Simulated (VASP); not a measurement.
# Tl (Fd-3m) in VASP: a series of runs

Runs on Tl. Level: revPBE. Tasks: single point.

Program: VASP 6.6.1. These are calculated values, not measurements. Logs are shortened: lines on timing, memory, paths and dates and some standing lists are left out, and cuts for length are marked.

### Step 1. The cell of the first run

Symmetry: Fd-3m, No. 227, cubic system. Conventional cell: a = 7.277 Å, b = 7.277 Å, c = 7.277 Å, α = 90.00°, β = 90.00°, γ = 90.00°. Tl (site symmetry -43m) has 4 Tl at 3.15 Å within 4.1 Å.

### Step 2. Single point, revPBE

INCAR

```
ALGO = Normal
EDIFF = 1E-6
ENCUT = 520
GGA = RE
ISIF = 2
ISMEAR = -1
LASPH = T
LCHARG = T
LELF = T
LREAL = F
LVHAR = T
LWAVE = F
NBANDS = 20
NELM = 80
PREC = Accurate
SIGMA = 0.1
```

KPOINTS

```
k-points
0
Gamma
  12 12 12
```

POSCAR

```
Tl
1.0
    0.0000000000      3.6382731822      3.6382731822
    3.6382731822      0.0000000000      3.6382731822
    3.6382731822      3.6382731822      0.0000000000
Tl
2
Direct
    0.1250000000      0.1250000000      0.1250000000
    0.8750000000      0.8750000000      0.8750000000
```

Potentials or basis: VASP PAW PBE potentials, release 64 (Tl_d).

Started as:

```bash
$ cat potpaw_PBE.64/Tl_d/POTCAR > POTCAR
$ mpirun -np 1 vasp_std > vasp.out
```

OUTCAR:

```text
EDIFF = 1E-6
   ENCUT = 520
   GGA = RE
   ISIF = 2
   ISMEAR = -1
   LASPH = T
   LREAL = F
   NELM = 80
   PREC = Accurate

 ion  position               nearest neighbor table
   1  0.125  0.125  0.125-   2 3.15   2 3.15   2 3.15   2 3.15
   2  0.875  0.875  0.875-   1 3.15   1 3.15   1 3.15   1 3.15

  LATTYP: Found a face centered cubic cell.
 ALAT       =     7.2765463644

  Lattice vectors:

 A1 = (   0.0000000000,   3.6382731822,   3.6382731822)
 A2 = (   3.6382731822,   0.0000000000,   3.6382731822)
 A3 = (   3.6382731822,   3.6382731822,   0.0000000000)

Analysis of symmetry for initial positions (statically):
=====================================================================
 Subroutine PRICEL returns:
 Original cell was already a primitive cell.

 Routine SETGRP: Setting up the symmetry group for a
 face centered cubic supercell.

 Subroutine GETGRP returns: Found 48 space group operations
 (whereof 12 operations were pure point group operations)
 out of a pool of 48 trial point group operations.

The static configuration has the point symmetry D_3d.
 The point group associated with its full space group is O_h .

Analysis of symmetry for dynamics (positions and initial velocities):
=====================================================================
 Subroutine PRICEL returns:
 Original cell was already a primitive cell.

 Routine SETGRP: Setting up the symmetry group for a
 face centered cubic supercell.

 Subroutine GETGRP returns: Found 48 space group operations
 (whereof 12 operations were pure point group operations)
 out of a pool of 48 trial point group operations.

The dynamic configuration has the point symmetry D_3d.
 The point group associated with its full space group is O_h .

 Subroutine INISYM returns: Found 48 space group operations
 (whereof 12 operations are pure point group operations),
 and found     1 'primitive' translations

----------------------------------------------------------------------------------------

                                     Primitive cell

  volume of cell :      96.3199

  direct lattice vectors                    reciprocal lattice vectors
     0.000000000  3.638273182  3.638273182    -0.137427833  0.137427833  0.137427833
     3.638273182  0.000000000  3.638273182     0.137427833 -0.137427833  0.137427833
     3.638273182  3.638273182  0.000000000     0.137427833  0.137427833 -0.137427833

  length of vectors
     5.145295278  5.145295278  5.145295278     0.238031989  0.238031989  0.238031989

  position of ions in fractional coordinates (direct lattice)
     0.125000000  0.125000000  0.125000000
     0.875000000  0.875000000  0.875000000

  ion indices of the primitive-cell ions
   primitive index   ion index
                 1           1
                 2           2

----------------------------------------------------------------------------------------

 KPOINTS: k-points

Automatic generation of k-mesh.
 Grid dimensions read from file:
 generate k-points for:   12   12   12

 Generating k-lattice:

  Cartesian coordinates                     Fractional coordinates (reciprocal lattice)
    -0.011452319  0.011452319  0.011452319     0.083333333  0.000000000  0.000000000
     0.011452319 -0.011452319  0.011452319     0.000000000  0.083333333  0.000000000
     0.011452319  0.011452319 -0.011452319     0.000000000  0.000000000  0.083333333

  Length of vectors
     0.019835999  0.019835999  0.019835999

  Shift w.r.t. Gamma in fractional coordinates (k-lattice)
     0.000000000  0.000000000  0.000000000

 Subroutine IBZKPT returns following result:
 ===========================================

 Found     72 irreducible k-points:

 Following reciprocal coordinates:
            Coordinates               Weight
  0.000000  0.000000  0.000000      1.000000
  0.083333  0.000000  0.000000      8.000000
  0.166667  0.000000  0.000000      8.000000
  0.250000  0.000000  0.000000      8.000000
  0.333333  0.000000  0.000000      8.000000
  0.416667  0.000000  0.000000      8.000000
[... 16 lines left out ...]
  0.500000  0.166667  0.000000     24.000000
 -0.416667  0.166667  0.000000     24.000000
 [... further k-points ...]
   k-points           NKPTS =     72   k-points in BZ     NKDIM =     72   number of bands    NBANDS=     20
   number of dos      NEDOS =    301   number of ions     NIONS =      2
   total plane-waves  NPLWV =  64000
   dimension x,y,z NGX =    40 NGY =   40 NGZ =   40
   dimension x,y,z NGXF=    80 NGYF=   80 NGZF=   80
   ions per type =               2
   NGX,Y,Z   is equivalent  to a cutoff of  12.92, 12.92, 12.92 a.u.
   NGXF,Y,Z  is equivalent  to a cutoff of  25.85, 25.85, 25.85 a.u.
 SYSTEM =  unknown system
   PREC   = accura    normal or accurate (medium, high low for compatibility)
   ISTART =      0    job   : 0-new  1-cont  2-samecut
   ICHARG =      2    charge: 1-file 2-atom 10-const
   ISPIN  =      1    spin polarized calculation?
   LNONCOLLINEAR =      F non collinear calculations
   LSORBIT =      F    spin-orbit coupling
   LASPH  =      T    aspherical Exc in radial PAW
   ENCUT  =  520.0 eV  38.22 Ry    6.18 a.u.   9.57  9.57  9.57*2*pi/ulx,y,z
   NELM   =     80;   NELMIN=  2; NELMDL= -5     # of ELM steps
   EDIFF  = 0.1E-05   stopping-criterion for ELM
   LREAL  =      F    real-space projection
   EDIFFG = 0.1E-04   stopping-criterion for IOM
   NSW    =      0    number of steps for IOM
   IBRION =     -1    ionic relax: 0-MD 1-quasi-New 2-CG
   NFREE  =      0    steps in history (QN), initial steepest desc. (CG)
   ISIF   =      2    stress and relaxation
   ISYM   =      2    0-nonsym 1-usesym 2-fastsym
   POTIM  = 0.5000    time-step for ionic-motion
   TEBEG  =    0.0;   TEEND  =   0.0 temperature during run
   PSTRESS=    0.0 pullay stress
   NELECT =      26.0000    total number of electrons
   NUPDOWN=      -1.0000    fix difference up-down
   EMIN   =  10.00;   EMAX   =-10.00  energy-range for DOS
   EFERMI =   0.00;   METHOD = LEGACY
   ISMEAR =    -1;   SIGMA  =   0.10  broadening in eV -4-tet -1-fermi 0-gaus
   EFERMI_NEDOS =   21; number of points for ismear=-14 and -15
   IALGO  =     38    algorithm
   IMIX   =      4    mixing-type and parameters
     AMIX     =   0.40;   BMIX     =  1.00
     AMIX_MAG =   1.60;   BMIX_MAG =  1.00
  volume/ion in A,a.u.               =      48.16       325.00
  Fermi-wavevector in a.u.,A,eV,Ry     =   1.058020  1.999368 15.230455  1.119407
  Thomas-Fermi vector in A             =   2.193314
   LORBIT       =      0    0 simple, 1 ext, 2 COOP (PROOUT), +10 PAW based schemes
   GGA     = RE    functional components
   LHFCALC =     F    Hartree Fock is set to
   AEXX    =    0.0000 exact exchange contribution
   IVDW    =     0    specifies the selected vdW correction
   LEPSILON=     F    determine dielectric tensor
   LRPA    =     F    only Hartree local field effects (RPA)
 non-spin polarized calculation
  energy-cutoff  :      520.00
  volume of cell :       96.32
 maximum number of plane-waves:      2649
 NGX is ok and might be reduce to    40
   NGX = 19   NGY = 19   NGZ = 19

 number of electron      25.9999997 magnetization

 Free energy of the ion-electron system (eV)
  ---------------------------------------------------
  ext. energy  EPLUGINS =         0.00000000
  ---------------------------------------------------
  free energy    TOTEN  =        -3.16559288 eV

  energy without entropy =       -3.10079418  energy(sigma->0) =       -3.13319353

 E-fermi :   2.4732     XC(G=0):  -7.4181

 val. band max:        2.4662515246   @ k =  -0.4167   0.3333   0.1667
 cond. band min:       2.5309599307   @ k =  -0.4167   0.3333   0.0000
 fundamental gap:      0.0647084061
 Fermi energy:         2.4732482602

 k-point     1 :       0.0000    0.0000    0.0000
  band No.  band energies     occupation
      1      -9.3725      2.00000
      2      -9.3725      2.00000
      3      -9.3725      2.00000
      4      -9.3110      2.00000
      5      -9.3110      2.00000
      6      -8.8853      2.00000
[... 12 lines left out ...]
     19       7.1261      0.00000
     20      10.7735      0.00000

 k-point     2 :       0.0833    0.0000    0.0000
  band No.  band energies     occupation
      1      -9.3816      2.00000
      2      -9.3816      2.00000
      3      -9.3715      2.00000
      4      -9.2984      2.00000
      5      -9.2984      2.00000
      6      -8.8960      2.00000
[... 12 lines left out ...]
     19       7.6469      0.00000
     20      10.4601      0.00000

 k-point     3 :       0.1667    0.0000    0.0000
  band No.  band energies     occupation
      1      -9.3968      2.00000
      2      -9.3968      2.00000
      3      -9.3688      2.00000
      4      -9.2746      2.00000
      5      -9.2746      2.00000
      6      -8.9147      2.00000
[... 12 lines left out ...]
     19       8.5258      0.00000
     20      10.1539      0.00000

 k-point     4 :       0.2500    0.0000    0.0000
  band No.  band energies     occupation
      1      -9.4085      2.00000
      2      -9.4085      2.00000
      3      -9.3651      2.00000
      4      -9.2525      2.00000
      5      -9.2525      2.00000
      6      -8.9307      2.00000
[... 12 lines left out ...]
     19       8.7983      0.00000
     20      10.1375      0.00000

 k-point     5 :       0.3333    0.0000    0.0000
  band No.  band energies     occupation
      1      -9.4151      2.00000
      2      -9.4151      2.00000
      3      -9.3613      2.00000
      4      -9.2375      2.00000
      5      -9.2375      2.00000
      6      -8.9447      2.00000
[... 12 lines left out ...]
     19       8.6208      0.00000
     20      10.4584      0.00000
[... 353 lines left out ...]
      6      -9.0529      2.00000
[... 12 lines left out ...]
     19       9.4191      0.00000
     20      10.2395      0.00000

 k-point    22 :       0.4167    0.1667    0.0000
  band No.  band energies     occupation
      1      -9.4446      2.00000
      2      -9.4178      2.00000
      3      -9.3457      2.00000
      4      -9.2173      2.00000
      5      -9.1773      2.00000
      6      -9.0579      2.00000
[... 12 lines left out ...]
     19       9.8077      0.00000
     20      10.8865      0.00000

 k-point    23 :       0.5000    0.1667    0.0000
  band No.  band energies     occupation
      1      -9.4518      2.00000
      2      -9.4249      2.00000
      3      -9.3273      2.00000
      4      -9.1996      2.00000
      5      -9.1853      2.00000
      6      -9.0467      2.00000
[... 12 lines left out ...]
     19       9.9661      0.00000
     20      10.7817      0.00000

 k-point    24 :      -0.4167    0.1667    0.0000
  band No.  band energies     occupation
      1      -9.4519      2.00000
      2      -9.4305      2.00000
      3      -9.3165      2.00000
      4      -9.2037      2.00000
      5      -9.1862      2.00000
      6      -9.0257      2.00000
[... 12 lines left out ...]
     19       9.8796      0.00000
     20      10.2851      0.00000

 [... further k-points ...]

------------------------ aborting loop because EDIFF is reached ----------------------------------------

  FORCE on cell =-STRESS in cart. coord.  units (eV):
  Direction    XX          YY          ZZ          XY          YZ          ZX
  --------------------------------------------------------------------------------------
  -------------------------------------------------------------------------------------
  Total       -0.0255874     -0.0255874     -0.0255874      0.0000000     -0.0000000     -0.0000000
  in kB       -0.4256196     -0.4256196     -0.4256196      0.0000000     -0.0000000     -0.0000000
  external PRESSURE =      -0.4256196 kB  Pullay stress =       0.0000000 kB

 VOLUME and BASIS-vectors are now :
 -----------------------------------------------------------------------------
  energy-cutoff  :      520.00
  volume of cell :       96.32
      direct lattice vectors                 reciprocal lattice vectors
     0.000000000  3.638273182  3.638273182    -0.137427833  0.137427833  0.137427833
     3.638273182  0.000000000  3.638273182     0.137427833 -0.137427833  0.137427833
     3.638273182  3.638273182  0.000000000     0.137427833  0.137427833 -0.137427833

 POSITION                                       TOTAL-FORCE (eV/Angst)
 -----------------------------------------------------------------------------------
      0.90957      0.90957      0.90957        -0.000000     -0.000000     -0.000000
      6.36698      6.36698      6.36698         0.000000      0.000000      0.000000
 -----------------------------------------------------------------------------------
    total drift:                                0.000000      0.000000     -0.000000

  FREE ENERGIE OF THE ION-ELECTRON SYSTEM (eV)
  ---------------------------------------------------
  free  energy   TOTEN  =        -3.1655928818 eV

  energy  without entropy=       -3.1007941843  energy(sigma->0) =       -3.13319353
```

Wall time 1.9 min (1 thread of Intel Xeon Platinum 8259CL at 2.50GHz (Skylake/Cascade Lake), shared host); peak memory 0.29 GiB.

Results:

```
Free energy            : -3.1656 eV
Pressure               : 0.0 GPa
Band gap on the k mesh : zero (band 13 reaches 4.44 eV, above the bottom of band 14 at 1.73 eV)
```

Levels at points of the mesh, in eV from the Fermi level:
```
           k point  band 11  band 12  band 13  band 14  band 15  band 16
(0.00, 0.00, 0.00)    -8.36    -1.96     1.96     1.96     1.96     3.63
(0.50, 0.00, 0.00)    -7.10    -4.77     0.50     0.89     0.89     4.58
(0.50, 0.50, 0.00)    -5.95    -5.95    -0.27    -0.27     2.06     2.06
```

Caveat: the PAW data sets were made with another functional, which shifts forces and pressure a little; spin-orbit coupling is left out, which moves the levels of the heavy elements.

(Continued in part 2 of 2.)
